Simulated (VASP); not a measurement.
# Li8Ta8HO24 (a cell with a defect) in VASP: single point with PBE

Aim: the single point of Li8Ta8HO24 (a cell with a defect) with PBE.

Everything below comes from runs of VASP 6.6.1. Logs are shortened: lines on timing, memory, paths and dates and some standing lists are left out, and cuts for length are marked.

## 1. The cell of the first run

The cell holds a defect, 41 atoms: a = 7.581 Å, b = 7.581 Å, c = 7.581 Å, α = 86.44°, β = 86.44°, γ = 86.44°.

## 2. Single point, PBE

Input file INCAR:

```
SYSTEM = Li8Ta8HO24
PREC = Accurate ; ENCUT = 520
EDIFF = 1E-6 ; ISMEAR = 0
SIGMA = 0.01 ; LREAL = Auto
LASPH = .TRUE. ; NELM = 80
ALGO = Normal ; ISIF = 2
LWAVE = .FALSE. ; LCHARG = .FALSE.
GGA = PE ; NELECT = 258.0
NBANDS = 154
```

Input file KPOINTS:

```
Automatic mesh
0
Gamma
  2 2 2
  0.5 0.5 0.5
```

Input file POSCAR:

```
Li8Ta8HO24
1.0
   -5.1913846689     -2.9972473360      4.6404663960
    5.1913846689     -2.9972473360      4.6404663960
    0.0000000000      5.9944946720      4.6404663960
Li Ta O H
8 8 24 1
Direct
    0.7030467875      0.7025396426      0.7025389000
    0.2158078386      0.2242513050      0.7207369264
    0.2247607693      0.7207346811      0.2152991273
    0.7212466780      0.2153000243      0.2242524137
    0.2263067542      0.2257975428      0.2257986636
    0.7114190306      0.7169254415      0.2291958201
    0.7174338911      0.2291940909      0.7109107275
    0.2297013182      0.7109104063      0.7169238437
    0.0017942355      0.0012854295      0.0012869676
    0.5022434038      0.5025508574     -0.0034995274
    0.5030586023     -0.0034990038      0.5017350819
   -0.0029923055      0.5017350944      0.5025510155
    0.4832663738      0.4827585862      0.4827580495
    0.0016954514     -0.0023523948      0.5030812964
   -0.0018446084      0.5030809103      0.0011874116
    0.5035896471      0.0011864628     -0.0023524581
    0.2506431980      0.4706095429      0.6055257287
    0.7641160599      0.9442336948      0.5775167564
    0.7582721499      0.4529301127      0.0779559680
    0.2616682731      0.9562217266      0.0753567547
    0.4578782968      0.7589401180      0.5702283809
    0.9639972986      0.2563652004      0.5799700051
    0.9522814336      0.7616191925      0.0791525837
    0.4559162950      0.2614799627      0.0688036817
    0.5707359661      0.4573708373      0.7589396049
    0.0796603829      0.9517733596      0.7616194903
    0.0693112772      0.4554085430      0.2614799696
    0.5804779162      0.9634894694      0.2563647725
    0.7594473888      0.5702283771      0.4573703293
    0.2619878455      0.0688053246      0.4554077417
    0.2568733308      0.5799695814      0.9634905595
    0.7621276299      0.0791526206      0.9517735846
    0.4711179770      0.6055263878      0.2501346832
    0.9567302821      0.0753567916      0.2611600577
    0.9447424821      0.5775177385      0.7636079514
    0.4534390001      0.0779563146      0.7577637591
    0.6060338652      0.2501350395      0.4706096318
    0.0784644711      0.7577642331      0.4529312018
    0.0758653450      0.2611598848      0.9562230321
    0.5780263105      0.7636079494      0.9442330401
    0.3590597382      0.3585536681      0.3585512194
```

Potentials or basis: VASP PAW PBE potentials, release 64 (Li_sv, Ta_pv, O, H).

On the command line:

```console
$ cat potpaw_PBE.64/Li_sv/POTCAR potpaw_PBE.64/Ta_pv/POTCAR potpaw_PBE.64/O/POTCAR potpaw_PBE.64/H/POTCAR > POTCAR
$ mpirun -np 1 vasp_std > vasp.out
```

OUTCAR:

```text
SYSTEM = Li8Ta8HO24
   PREC = Accurate
   ENCUT = 520
   EDIFF = 1E-6
   ISMEAR = 0
   LREAL = Auto
   LASPH = .TRUE.
   NELM = 80
   ISIF = 2
   GGA = PE
   NELECT = 258.0

 ion  position               nearest neighbor table
   1  0.703  0.703  0.703-  40 2.07  18 2.07  35 2.07  21 2.17  25 2.17  29 2.17  12 3.00  11 3.00
                            10 3.00  13 3.06
   2  0.216  0.224  0.721-  17 2.04  39 2.04  36 2.08  22 2.24  14 3.06  12 3.06   9 3.08
   3  0.225  0.721  0.215-  33 2.04  20 2.04  38 2.08  31 2.24  15 3.06  10 3.06   9 3.08
   4  0.721  0.215  0.224-  37 2.04  34 2.04  19 2.08  28 2.24  16 3.06  11 3.06   9 3.08
   5  0.226  0.226  0.226-  30 2.07  24 2.07  27 2.07
   6  0.711  0.717  0.229-  29 2.04  33 2.05  28 2.08  23 2.12  10 3.05  13 3.06
   7  0.717  0.229  0.711-  25 2.04  37 2.05  22 2.08  32 2.12  11 3.05  13 3.06
   8  0.230  0.711  0.717-  21 2.04  17 2.05  31 2.08  26 2.12  12 3.05  13 3.06
   9  0.002  0.001  0.001-  23 1.93  32 1.93  26 1.93  34 2.08  20 2.08  39 2.08   4 3.08   2 3.08
                             3 3.08
  10  0.502  0.503  0.997-  25 1.89  24 1.92  31 1.94  19 2.08  40 2.10  33 2.11   1 3.00   6 3.05
                             3 3.06
  11  0.503  0.997  0.502-  21 1.89  30 1.92  28 1.94  36 2.08  18 2.10  37 2.11   1 3.00   7 3.05
                             4 3.06
  12  0.997  0.502  0.503-  29 1.89  27 1.92  22 1.94  38 2.08  35 2.10  17 2.11   1 3.00   8 3.05
                             2 3.06
[... 14 lines left out ...]
  26  0.080  0.952  0.762-   9 1.93  14 2.08   8 2.12
  27  0.069  0.455  0.261-  12 1.92   5 2.07  15 2.08
  28  0.580  0.963  0.256-  11 1.94   6 2.08  16 2.08   4 2.24
  29  0.759  0.570  0.457-  12 1.89   6 2.04   1 2.17  13 2.23
  30  0.262  0.069  0.455-  11 1.92   5 2.07  14 2.08
  31  0.257  0.580  0.963-  10 1.94   8 2.08  15 2.08   3 2.24
  32  0.762  0.079  0.952-   9 1.93  16 2.08   7 2.12
  33  0.471  0.606  0.250-  13 1.95   3 2.04   6 2.05  10 2.11
  34  0.957  0.075  0.261-  14 1.94   4 2.04   9 2.08
  35  0.945  0.578  0.764-  15 1.91   1 2.07  12 2.10
  36  0.453  0.078  0.758-  16 1.93  11 2.08   2 2.08
  37  0.606  0.250  0.471-  13 1.95   4 2.04   7 2.05  11 2.11
  38  0.078  0.758  0.453-  14 1.93  12 2.08   3 2.08
  39  0.076  0.261  0.956-  15 1.94   2 2.04   9 2.08
  40  0.578  0.764  0.944-  16 1.91   1 2.07  10 2.10
  41  0.359  0.359  0.359-  13 1.73

  LATTYP: Found a trigonal (rhomboedric) cell.
 ALAT       =     7.5807581907
 COS(alpha) =     0.0620684854

  Lattice vectors:

 A1 = (  -5.1913846689,  -2.9972473360,   4.6404663960)
 A2 = (   5.1913846689,  -2.9972473360,   4.6404663960)
 A3 = (   0.0000000000,   5.9944946720,   4.6404663960)

Analysis of symmetry for initial positions (statically):
=====================================================================
 Subroutine PRICEL returns:
 Original cell was already a primitive cell.

 Routine SETGRP: Setting up the symmetry group for a
 trigonal (rhombohedral) supercell.

 Subroutine GETGRP returns: Found  3 space group operations
 (whereof  1 operations were pure point group operations)
 out of a pool of 12 trial point group operations.

The static configuration has the point symmetry C_1 .
 The point group associated with its full space group is C_3 .

Analysis of symmetry for dynamics (positions and initial velocities):
=====================================================================
 Subroutine PRICEL returns:
 Original cell was already a primitive cell.

 Routine SETGRP: Setting up the symmetry group for a
 trigonal (rhombohedral) supercell.

 Subroutine GETGRP returns: Found  3 space group operations
 (whereof  1 operations were pure point group operations)
 out of a pool of 12 trial point group operations.

The dynamic configuration has the point symmetry C_1 .
 The point group associated with its full space group is C_3 .

 Subroutine INISYM returns: Found  3 space group operations
 (whereof  1 operations are pure point group operations),
 and found     1 'primitive' translations

----------------------------------------------------------------------------------------

                                     Primitive cell

  volume of cell :     433.2302

  direct lattice vectors                    reciprocal lattice vectors
    -5.191384669 -2.997247336  4.640466396    -0.096313418 -0.055606578  0.071831860
     5.191384669 -2.997247336  4.640466396     0.096313418 -0.055606578  0.071831860
     0.000000000  5.994494672  4.640466396     0.000000000  0.111213155  0.071831860

  length of vectors
     7.580758191  7.580758191  7.580758191     0.132394041  0.132394041  0.132394041

  position of ions in fractional coordinates (direct lattice)
     0.703046787  0.702539643  0.702538900
     0.215807839  0.224251305  0.720736926
     0.224760769  0.720734681  0.215299127
     0.721246678  0.215300024  0.224252414
     0.226306754  0.225797543  0.225798664
     0.711419031  0.716925442  0.229195820
[... 33 lines left out ...]
     0.578026311  0.763607949  0.944233040
     0.359059738  0.358553668  0.358551219

  ion indices of the primitive-cell ions
   primitive index   ion index
                 1           1
                 2           2
                 3           3
                 4           4
                 5           5
                 6           6
[... 33 lines left out ...]
                40          40
                41          41

----------------------------------------------------------------------------------------

 KPOINTS: Automatic mesh

Automatic generation of k-mesh.
 Grid dimensions read from file:
 generate k-points for:    2    2    2

 Generating k-lattice:

  Cartesian coordinates                     Fractional coordinates (reciprocal lattice)
    -0.048156709 -0.027803289  0.035915930     0.500000000  0.000000000  0.000000000
     0.048156709 -0.027803289  0.035915930     0.000000000  0.500000000  0.000000000
     0.000000000  0.055606578  0.035915930     0.000000000  0.000000000  0.500000000

  Length of vectors
     0.066197020  0.066197020  0.066197020

  Shift w.r.t. Gamma in fractional coordinates (k-lattice)
     0.500000000  0.500000000  0.500000000

 Subroutine IBZKPT returns following result:
 ===========================================

 Found      2 irreducible k-points:

 Following reciprocal coordinates:
            Coordinates               Weight
  0.250000  0.250000  0.250000      2.000000
 -0.250000  0.250000  0.250000      6.000000
   k-points           NKPTS =      2   k-points in BZ     NKDIM =      2   number of bands    NBANDS=    154
   number of dos      NEDOS =    301   number of ions     NIONS =     41
   total plane-waves  NPLWV = 175616
   dimension x,y,z NGX =    56 NGY =   56 NGZ =   56
   dimension x,y,z NGXF=   112 NGYF=  112 NGZF=  112
   ions per type =               8   8  24   1
   NGX,Y,Z   is equivalent  to a cutoff of  12.28, 12.28, 12.28 a.u.
   NGXF,Y,Z  is equivalent  to a cutoff of  24.56, 24.56, 24.56 a.u.
 SYSTEM =  Li8Ta8HO24
   PREC   = accura    normal or accurate (medium, high low for compatibility)
   ISTART =      0    job   : 0-new  1-cont  2-samecut
   ICHARG =      2    charge: 1-file 2-atom 10-const
   ISPIN  =      1    spin polarized calculation?
   LNONCOLLINEAR =      F non collinear calculations
   LSORBIT =      F    spin-orbit coupling
   LASPH  =      T    aspherical Exc in radial PAW
   ENCUT  =  520.0 eV  38.22 Ry    6.18 a.u.  14.10 14.10 14.10*2*pi/ulx,y,z
   NELM   =     80;   NELMIN=  2; NELMDL= -5     # of ELM steps
   EDIFF  = 0.1E-05   stopping-criterion for ELM
   LREAL  =      T    real-space projection
   EDIFFG = 0.1E-04   stopping-criterion for IOM
   NSW    =      0    number of steps for IOM
   IBRION =     -1    ionic relax: 0-MD 1-quasi-New 2-CG
   NFREE  =      0    steps in history (QN), initial steepest desc. (CG)
   ISIF   =      2    stress and relaxation
   ISYM   =      2    0-nonsym 1-usesym 2-fastsym
   POTIM  = 0.5000    time-step for ionic-motion
   TEBEG  =    0.0;   TEEND  =   0.0 temperature during run
   PSTRESS=    0.0 pullay stress
   NELECT =     258.0000    total number of electrons
   NUPDOWN=      -1.0000    fix difference up-down
   EMIN   =  10.00;   EMAX   =-10.00  energy-range for DOS
   EFERMI =   0.00;   METHOD = LEGACY
   ISMEAR =     0;   SIGMA  =   0.01  broadening in eV -4-tet -1-fermi 0-gaus
   EFERMI_NEDOS =   21; number of points for ismear=-14 and -15
   IALGO  =     38    algorithm
   IMIX   =      4    mixing-type and parameters
     AMIX     =   0.40;   BMIX     =  1.00
     AMIX_MAG =   1.60;   BMIX_MAG =  1.00
  volume/ion in A,a.u.               =      10.57        71.31
  Fermi-wavevector in a.u.,A,eV,Ry     =   1.377342  2.602799 25.811224  1.897071
  Thomas-Fermi vector in A             =   2.502504
   LORBIT       =      0    0 simple, 1 ext, 2 COOP (PROOUT), +10 PAW based schemes
   GGA     = PE    functional components
   LHFCALC =     F    Hartree Fock is set to
   AEXX    =    0.0000 exact exchange contribution
   IVDW    =     0    specifies the selected vdW correction
   LEPSILON=     F    determine dielectric tensor
   LRPA    =     F    only Hartree local field effects (RPA)
 non-spin polarized calculation
 Gauss-broadening in eV      SIGMA  =   0.01
  energy-cutoff  :      520.00
  volume of cell :      433.23
 maximum number of plane-waves:     11669
   NGX = 29   NGY = 29   NGZ = 29

 number of electron     257.9999968 magnetization

 Free energy of the ion-electron system (eV)
  ---------------------------------------------------
  ext. energy  EPLUGINS =         0.00000000
  ---------------------------------------------------
  free energy    TOTEN  =      -334.56959366 eV

  energy without entropy =     -334.56959366  energy(sigma->0) =     -334.56959366

 E-fermi :   3.3386     XC(G=0): -10.8206

 val. band max:        3.1862724302   @ k =  -0.2500   0.2500   0.2500
 cond. band min:       5.5379592324   @ k =  -0.2500   0.2500   0.2500
 fundamental gap:      2.3516868021
 Fermi energy:         3.3386345359

 k-point     1 :       0.2500    0.2500    0.2500
  band No.  band energies     occupation
      1     -41.2499      2.00000
      2     -41.2499      2.00000
      3     -41.2496      2.00000
      4     -41.1387      2.00000
      5     -41.1164      2.00000
      6     -41.1163      2.00000
[... 133 lines left out ...]
    140       6.6493      0.00000
    141       6.6937      0.00000

 k-point     2 :      -0.2500    0.2500    0.2500
  band No.  band energies     occupation
      1     -41.2499      2.00000
      2     -41.2499      2.00000
      3     -41.2496      2.00000
      4     -41.1387      2.00000
      5     -41.1164      2.00000
      6     -41.1163      2.00000
[... 133 lines left out ...]
    140       6.7163      0.00000
    141       6.7401      0.00000
 [bands above 141 left out]

------------------------ aborting loop because EDIFF is reached ----------------------------------------

  FORCE on cell =-STRESS in cart. coord.  units (eV):
  Direction    XX          YY          ZZ          XY          YZ          ZX
  --------------------------------------------------------------------------------------
  -------------------------------------------------------------------------------------
  Total       13.6926972     13.6926972      6.7874548     -0.0000008      0.0000000      0.0000000
  in kB       50.6385092     50.6385092     25.1014529     -0.0000028      0.0000000      0.0000000
  external PRESSURE =      42.1261571 kB  Pullay stress =       0.0000000 kB

 VOLUME and BASIS-vectors are now :
 -----------------------------------------------------------------------------
  energy-cutoff  :      520.00
  volume of cell :      433.23
      direct lattice vectors                 reciprocal lattice vectors
    -5.191384669 -2.997247336  4.640466396    -0.096313418 -0.055606578  0.071831860
     5.191384669 -2.997247336  4.640466396     0.096313418 -0.055606578  0.071831860
     0.000000000  5.994494672  4.640466396     0.000000000  0.111213155  0.071831860

 POSITION                                       TOTAL-FORCE (eV/Angst)
 -----------------------------------------------------------------------------------
     -0.00263     -0.00152      9.78268         0.000000      0.000000     -0.008595
      0.04383      3.00149      5.38664        -0.004316     -0.000325     -0.002278
      2.57479     -1.54327      5.38663         0.001876      0.003900     -0.002278
     -2.62656     -1.46278      5.38665         0.002440     -0.003575     -0.002278
     -0.00264     -0.00152      3.14579         0.000000      0.000000     -0.003299
      0.02859     -2.90719      7.69176         0.002757     -0.005121     -0.000934
[... 33 lines left out ...]
      0.96343      1.63899     10.60749        -0.077466     -0.008813     -0.042528
     -0.00263     -0.00153      4.99391         0.000000      0.000000     -0.009619
 -----------------------------------------------------------------------------------
    total drift:                                0.330016     -0.235748     -0.007590

  FREE ENERGIE OF THE ION-ELECTRON SYSTEM (eV)
  ---------------------------------------------------
  free  energy   TOTEN  =      -334.5695936636 eV

  energy  without entropy=     -334.5695936636  energy(sigma->0) =     -334.56959366
```

Wall time 5.2 min (1 thread of Intel Xeon 6975P-C, shared host); peak memory 0.47 GiB.

Results:

```
Free energy   : -334.5696 eV
Largest force : 0.120 eV/Å
```

Forces in eV/Å, atoms in the order of the input:
```
Li   0.000  0.000 -0.009
Li  -0.004  0.000 -0.002
Li   0.002  0.004 -0.002
Li   0.002 -0.004 -0.002
Li   0.000  0.000 -0.003
Li   0.003 -0.005 -0.001
Li  -0.006  0.000 -0.001
Li   0.003  0.005 -0.001
Ta   0.000  0.000  0.104
Ta   0.020  0.025  0.106
Ta   0.011 -0.030  0.106
Ta  -0.031  0.005  0.106
Ta   0.000  0.000  0.068
Ta  -0.004 -0.014  0.096
Ta  -0.010  0.010  0.096
Ta   0.014  0.003  0.096
O    0.029  0.062 -0.010
O    0.031  0.071 -0.043
O    0.018  0.059 -0.025
O    0.021  0.059 -0.031
O   -0.054  0.089 -0.060
O   -0.020  0.050 -0.018
O   -0.024  0.064 -0.030
O   -0.025  0.069 -0.032
O   -0.050 -0.091 -0.060
O   -0.044 -0.053 -0.030
O   -0.048 -0.056 -0.032
O   -0.034 -0.042 -0.018
O    0.104  0.003 -0.060
O    0.072 -0.013 -0.032
O    0.053 -0.008 -0.018
O    0.068 -0.011 -0.030
O    0.039 -0.056 -0.010
O    0.041 -0.048 -0.031
O    0.046 -0.063 -0.043
O    0.042 -0.045 -0.025
O   -0.068 -0.006 -0.010
O   -0.060 -0.014 -0.025
O   -0.062 -0.012 -0.031
O   -0.077 -0.009 -0.043
H    0.000  0.000 -0.010
```

Levels at points of the mesh, in eV from the Fermi level:
```
           k point  band 125  band 126  band 127  band 128  band 129  band 130  band 131  band 132  band 133  band 134
(0.25, 0.25, 0.25)     -1.84     -1.82     -1.72     -1.67     -0.17      2.44      2.46      2.50      2.58      2.64
```

Caveat: the cell carries a net charge on a neutralising background, which shifts energy and pressure; the cell is charged against a uniform background, so pressure and absolute levels hang on convention; the cutoff is under 1.25 times the usual one of these potentials, so pressure, stress and relaxed cells hold a basis-set (Pulay) error; spin-orbit coupling is left out, which moves the levels of the heavy elements.
